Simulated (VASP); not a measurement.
Write the native input for VASP 6.6.1 that does the following.

* Task: single point
* Functional: PBE
* Potentials or basis: VASP PAW PBE potentials, release 64 (B, P)
* Cutoff: 520 eV
* k mesh: 13 × 13 × 11
* Occupations: fermi-dirac, width 0.08 eV
* Spin: no spin polarisation
* Dipole correction: no
* Further INCAR settings: ALGO = Normal; EDIFF = 1e-06; NBANDS = 11

The structure of BP (WC type) lies in POSCAR:

```
BP
1.0
    2.9893735393      0.0000000000      0.0000000000
   -1.4946867696      2.5888734264      0.0000000000
    0.0000000000      0.0000000000      2.6439321342
B P
1 1
Direct
    0.0000000000      0.0000000000      0.0000000000
    0.3333333333      0.6666666667      0.5000000000
```

This cell differs from its parent crystal: volume scaled by 0.98.

One way to write it, as run:

INCAR

```
SYSTEM = BP
  PREC = Accurate
  ENCUT = 520
  EDIFF = 1E-6
  ISMEAR = -1
  SIGMA = 0.08
  LREAL = .FALSE.
  LASPH = .TRUE.
  NELM = 80
  ALGO = Normal
  ISIF = 2
  LWAVE = .FALSE.
  LCHARG = .TRUE.
  GGA = PE
  LELF = .TRUE.
  LVHAR = .TRUE.
  NBANDS = 11
```

KPOINTS

```
regular mesh
0
G
  13 13 11
  0 0 0
```

Potentials or basis: VASP PAW PBE potentials, release 64 (B, P).

Command:

```sh
$ cat potpaw_PBE.64/B/POTCAR potpaw_PBE.64/P/POTCAR > POTCAR
$ mpirun -np 1 vasp_std > vasp.out
```

It gave:

* Pressure: 2.8 GPa
* Band gap on the k mesh: zero (band 4 reaches 13.09 eV, above the bottom of band 5 at 5.85 eV)

Wall time 46 s on 1 thread of AMD EPYC 7R13 (shared host), peak memory 0.12 GiB.
